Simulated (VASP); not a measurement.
# Ti: single point with PBE

Crystal: Ti.

```
Ti
1.0
     0.00000    2.05768    2.05768
     2.05768    0.00000    2.05768
     2.05768    2.05768    0.00000
Ti
1
Direct
  0.00000 0.00000 0.00000
```

```yaml
Program: VASP 6.6.1
Task: single point
Functional: PBE
Potentials_or_basis: VASP PAW PBE potentials, release 64 (Ti_sv)
Cutoff: 520 eV
k_mesh: 13 × 13 × 13
Occupations: fermi-dirac, width 0.1 eV
Spin: no spin polarisation
```

```
Pressure               : -0.3 GPa
Band gap on the k mesh : zero (band 6 reaches 9.06 eV, above the bottom of band 7 at 7.69 eV)
```

Levels at points of the mesh, in eV from the Fermi level:
| k point | band 2 | band 3 | band 4 | band 5 | band 6 | band 7 | band 8 | band 9 | band 10 | band 11 |
| --- | --- | --- | --- | --- | --- | --- | --- | --- | --- | --- |
| (0.00, 0.00, 0.00) | -32.58 | -32.58 | -32.58 | -6.09 | 0.87 | 0.87 | 0.87 | 2.50 | 2.50 | 15.23 |

Wall time 9.2 s on 1 thread of Intel(R) Xeon(R) 6975P-C (Granite Rapids), with other jobs on the host, peak memory 0.14 GiB.
